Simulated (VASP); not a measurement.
FeSi:

```
Fe Si
1.0
     4.55070    0.00000    0.00000
     0.00000    4.55070    0.00000
     0.00000    0.00000    4.55070
Fe Si
4 4
Direct
  0.13652 0.13652 0.13652
  0.36348 0.86348 0.63652
  0.63652 0.36348 0.86348
  0.86348 0.63652 0.36348
  0.84240 0.84240 0.84240
  0.65760 0.15760 0.34240
  0.34240 0.65760 0.15760
  0.15760 0.34240 0.65760
```

| Item | Value |
| --- | --- |
| Program | VASP 6.6.1 |
| Task | relaxation of cell and atoms |
| Functional | PBEsol |
| Potentials or basis | VASP PAW PBE potentials, release 64 (Fe, Si) |
| Cutoff | 600 eV |
| k mesh | 8 × 8 × 8 |
| Occupations | gaussian, width 0.01 eV |
| Spin | no spin polarisation |

At the start: pressure -19.6 GPa; volume 11.78 Å³/atom.

Q: How do energy, volume and symmetry change on relaxing?

A: Over 16 steps the energy falls by 73.1 meV/atom and the volume is 10.69 Å³/atom (-9.2 %); space group P2_13 (No. 198, to 0.1 Å) before and after.

Step by step:
```tsv
step	energy change (eV)	largest force (eV/Å)	pressure (GPa)	volume (Å³)
1	0.0000	0.3055	-19.59	94.24
2	0.5261	0.9099	40.08	75.93
3	-0.5802	0.1339	-0.69	85.89
4	-0.5807	0.1453	-0.20	85.69
5	-0.5806	0.1553	0.33	85.53
6	-0.5842	0.0607	0.47	85.47
7	-0.5844	0.0298	0.41	85.45
8	-0.5843	0.0031	-0.64	85.77
9	-0.5847	0.0176	-0.07	85.59
10	-0.5847	0.0170	-0.08	85.60
11	-0.5848	0.0077	-0.02	85.57
12	-0.5848	0.0037	0.00	85.55
13	-0.5848	0.0033	0.04	85.55
14	-0.5848	0.0010	-0.10	85.58
15	-0.5848	0.0024	-0.05	85.56
16	-0.5848	0.0027	-0.03	85.56
```

Final structure:
```
Fe Si
1.0
     4.40645    0.00000    0.00000
     0.00000    4.40645    0.00000
     0.00000    0.00000    4.40645
Fe Si
4 4
Direct
  0.13723 0.13723 0.13723
  0.36277 0.86277 0.63723
  0.63723 0.36277 0.86277
  0.86277 0.63723 0.36277
  0.84107 0.84107 0.84107
  0.65893 0.15893 0.34107
  0.34107 0.65893 0.15893
  0.15893 0.34107 0.65893
```

Caveat: the PAW data sets were made with another functional, which shifts forces and pressure a little.
